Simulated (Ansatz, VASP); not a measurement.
MgS in VASP and in Ansatz

Contents of INCAR:

```
SYSTEM = MgS
ALGO = Normal
EDIFF = 1E-6
ENCUT = 520
GGA = PS
ISIF = 2
ISMEAR = 0
LASPH = .True.
LCHARG = .False.
LREAL = .False.
LWAVE = .False.
NBANDS = 11
NELM = 100
PREC = Accurate
SIGMA = 0.01
```

KPOINTS

```
k-points
0
Gamma
  6 6 6
  0 0 0
```

Contents of POSCAR:

```
MgS
1.0
    0.0000000000      2.5911612425      2.5911612425
    2.5911612425      0.0000000000      2.5911612425
    2.5911612425      2.5911612425      0.0000000000
Mg S
1 1
Direct
    0.0000000000      0.0000000000      0.0000000000
    0.5000000000      0.5000000000      0.5000000000
```

Input for Ansatz:

```yaml
crystal:
  lattice:
    - [0.0, 2.5911612425, 2.5911612425]
    - [2.5911612425, 0.0, 2.5911612425]
    - [2.5911612425, 2.5911612425, 0.0]
  atoms:
    - { symbol: Mg, position: [0.0, 0.0, 0.0] }
    - { symbol: S, position: [0.5, 0.5, 0.5] }
basis:
  ecutwfc: 600.0
kpoints:
  mp_grid: { grid: [6, 6, 6] }
  band_path:
    path:
      - [0.0, 0.0, 0.0]
      - [0.0, 0.0, 0.0]
      - [0.5, 0.5, 0.0]
      - [0.5, 0.5, 0.5]
      - [0.5, 0.5, 0.5]
      - [0.0049487534, 0.0049487534, 0.0]
      - [-0.0049487534, -0.0049487534, 0.0]
      - [0.0057143283, 0.0057143283, 0.0057143283]
      - [-0.0057143283, -0.0057143283, -0.0057143283]
      - [0.0049487534, 0.0049487534, 0.0]
      - [-0.0049487534, -0.0049487534, 0.0]
      - [0.5049487534, 0.5049487534, 0.0]
      - [0.4950512466, 0.4950512466, 0.0]
      - [0.5, 0.5049487534, 0.0049487534]
      - [0.5, 0.4950512466, -0.0049487534]
      - [0.5057143283, 0.5057143283, 0.5057143283]
      - [0.4942856717, 0.4942856717, 0.4942856717]
      - [0.4965007029, 0.5034992971, 0.5]
      - [0.5034992971, 0.4965007029, 0.5]
      - [0.5057143283, 0.5057143283, 0.5057143283]
      - [0.4942856717, 0.4942856717, 0.4942856717]
      - [0.4965007029, 0.5034992971, 0.5]
      - [0.5034992971, 0.4965007029, 0.5]
    npoints: 1
hamiltonian:
  xc: pbesol
  pseudopotentials: { kind: paw, azcp: { folder: soft_1 } }
scf:
  occupations: { method: fixed }
  n_extra_bands: 5
output:
  forces: true
  stress: true
  eigenvalues: true
```

Alike in both runs: task single point; functional PBEsol; k mesh 6 × 6 × 6; no spin polarisation.

|  | VASP | Ansatz |
| --- | --- | --- |
| version | VASP 6.6.1 | Ansatz 0.2.0 |
| potentials or method | VASP PAW PBE potentials, release 64 (Mg, S), cutoff 520 eV | scalar-relativistic, plane waves, PAW |
| occupations | gaussian, width 0.01 eV | fixed |
| valence electrons in the cell | 8 | 16 |

|  | VASP | Ansatz | Ansatz less VASP |
| --- | --- | --- | --- |
| gap on the k mesh at the Fermi level (eV) | 2.73 | 2.73 | -0.001 |
| least direct gap on the mesh (eV) | 3.69 | 3.69 | +0.001 |
| pressure (GPa) | -0.2 | 0.0 | +0.20 |

VASP's potentials were made for PBE, not for PBEsol, and Ansatz warns of the same on its side. VASP's potentials hold 8 valence electrons a cell and Ansatz's 16, so a difference there can come from the potentials and not from the codes.
